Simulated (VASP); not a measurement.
A run of VASP 6.6.1 is set up as follows.

POSCAR

```
TiTe2
1.0
    3.8485204155      0.0000000000      0.0000000000
   -1.9242602077      3.3329164468      0.0000000000
    0.0000000000      0.0000000000      7.1296581348
Ti Te
1 2
Direct
    0.0000000000      0.0000000000      0.0000000000
    0.6666666667      0.3333333333      0.2403637601
    0.3333333333      0.6666666667      0.7596362399
```

INCAR.step1

```
PREC = Accurate
ENCUT = 600
ISMEAR = 0
SIGMA = 0.1
LREAL = F
LASPH = T
NELM = 100
GGA = PE
ALGO = Normal
EDIFF = 1E-4
LWAVE = T
LCHARG = F
KPAR = 4
```

INCAR.step2

```
PREC = Accurate
ENCUT = 600
EDIFF = 1E-7
ISMEAR = 0
SIGMA = 0.1
LREAL = F
LASPH = T
NELM = 100
ALGO = Normal
ISIF = 4
LWAVE = F
LCHARG = F
METAGGA = R2SCAN
LMIXTAU = T
IBRION = 2
NSW = 50
EDIFFG = -0.01
ISTART = 1
KPAR = 4
```

KPOINTS

```
Automatic mesh
0
Gamma
  12 12 8
```

Potentials or basis: VASP PAW PBE potentials, release 64 (Ti_sv, Te).

Run with:

```console
$ cat potpaw_PBE.64/Ti_sv/POTCAR potpaw_PBE.64/Te/POTCAR > POTCAR
$ cp INCAR.step1 INCAR
$ mpirun -np 4 vasp_std > vasp.out
$ cp INCAR.step2 INCAR
$ mpirun -np 4 vasp_std > vasp.out
```

Q: Predict the band gap on the k mesh.

A: Zero (bands 12 and 13 overlap by 0.47 eV).

Final structure:
```
Ti Te
1.0
     3.81916    0.00000    0.00000
    -1.90958    3.30749    0.00000
     0.00000    0.00000    7.23970
Ti Te
1 2
Direct
  0.00000 0.00000 0.00000
  0.66667 0.33333 0.23463
  0.33333 0.66667 0.76537
```

Caveat: spin-orbit coupling is left out, which moves the levels of the heavy elements.
